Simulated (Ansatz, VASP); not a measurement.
# Two plane-wave programs on BN

INCAR

```
SYSTEM = BN
  PREC = Accurate
  ENCUT = 600
  EDIFF = 1E-6
  ISMEAR = 0
  SIGMA = 0.05
  LREAL = .False.
  LASPH = .True.
  NELM = 120
  ALGO = Normal
  ISIF = 2
  LWAVE = .False.
  LCHARG = .False.
  GGA = PE
  IVDW = 12
  NBANDS = 11
  GGA_COMPAT = .False.
```

KPOINTS

```
Automatic mesh
0
Gamma
  12 12 12
  0 0 0
```

The input POSCAR:

```
BN
1.0
    0.0000000000      1.7967760503      1.7967760503
    1.7967760503      0.0000000000      1.7967760503
    1.7967760503      1.7967760503      0.0000000000
B N
1 1
Direct
    0.0000000000      0.0000000000      0.0000000000
    0.7500000000      0.7500000000      0.7500000000
```

Input for Ansatz:

```yaml
crystal:
  lattice:
    - [0.0, 1.7967760503, 1.7967760503]
    - [1.7967760503, 0.0, 1.7967760503]
    - [1.7967760503, 1.7967760503, 0.0]
  atoms:
    - { symbol: B, position: [0.0, 0.0, 0.0] }
    - { symbol: "N", position: [0.75, 0.75, 0.75] }
basis:
  ecutwfc: 420
  ecutrho_ratio: 4
kpoints:
  mp_grid: { grid: [12, 12, 12] }
hamiltonian:
  xc: pbe
  dispersion: d3bj
scf:
  occupations: { method: gaussian, width: 0.05 }
output:
  forces: true
  stress: true
  eigenvalues: true
```

Alike in both runs: task single point; functional PBE; dispersion D3(BJ); k mesh 12 × 12 × 12; occupations gaussian, width 0.05 eV; no spin polarisation.

|  | VASP | Ansatz |
| --- | --- | --- |
| version | VASP 6.6.1 | Ansatz 0.2.0 |
| potentials or method | VASP PAW PBE potentials, release 64 (B, N), cutoff 600 eV | scalar-relativistic, plane waves, PAW |
| valence electrons in the cell | 8 | 8 |

VASP gave:

```
gap on the k mesh at the Fermi level (eV) : 4.48
least direct gap on the mesh (eV)         : 8.90
pressure (GPa)                            : 4.2
```

**Question.** What did Ansatz give for the same quantities?

**Answer.** gap on the k mesh at the Fermi level (eV): 4.49; least direct gap on the mesh (eV): 8.92; pressure (GPa): 4.2.
